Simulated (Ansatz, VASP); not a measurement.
# ZrP3Os: VASP beside Ansatz

```
Zr P Os
1.0
     3.80519    0.00000    0.00000
     0.00000    3.80519    0.00000
     0.00000    0.00000    8.77967
Zr P Os
1 3 1
Direct
  0.00000 0.00000 0.50000
  0.50000 0.50000 0.75499
  0.50000 0.50000 0.24501
  0.50000 0.50000 0.00000
  0.50000 0.50000 0.50000
```

Alike in both runs: functional PBE; k mesh 4 × 4 × 4; occupations gaussian, width 0.1 eV; no spin polarisation.

Ansatz relaxed the structure, and its values are those at the end. VASP's run is a single point on that final structure, the one shown.

```csv
,VASP,Ansatz
version,VASP 6.6.1,Ansatz 0.2.0
potentials or method,"VASP PAW PBE potentials, release 64 (Zr_sv, P, Os_sv_GW), cutoff 560 eV","scalar-relativistic, plane waves, PAW"
valence electrons in the cell,43,43
```

|  | VASP | Ansatz | Ansatz less VASP |
| --- | --- | --- | --- |
| gap on the k mesh at the Fermi level (eV) | none | none | - |
| pressure (GPa) | -0.3 | -0.1 | +0.24 |
| rms of the force components (eV/Å) | 0.006 | 0.001 | -0.0045 |

A gap of «none» marks a metal or a gap that the smearing closes.

The k mesh is coarse, so the values compare programs but aren't converged. Neither program's run includes spin-orbit coupling.
